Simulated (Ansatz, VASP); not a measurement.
## Two plane-wave programs on Al

```
CELL_PARAMETERS angstrom
0.00000 2.02481 2.02481
2.02481 0.00000 2.02481
2.02481 2.02481 0.00000
ATOMIC_POSITIONS crystal
Al 0.00000 0.00000 0.00000
```

Alike in both runs: task single point; functional PBE; k mesh 28 × 28 × 28; occupations gaussian, width 0.1 eV; no spin polarisation.

|  | VASP | Ansatz |
| --- | --- | --- |
| version | VASP 6.6.1 | Ansatz 0.2.0 |
| potentials or method | VASP PAW PBE potentials, release 64 (Al), cutoff 520 eV | scalar-relativistic, plane waves, PAW |
| valence electrons in the cell | 3 | 3 |

```csv
,VASP,Ansatz,Ansatz less VASP
gap on the k mesh at the Fermi level (eV),none,none,-
pressure (GPa),-0.6,-0.5,+0.04
```

A gap of «none» marks a metal or a gap that the smearing closes.
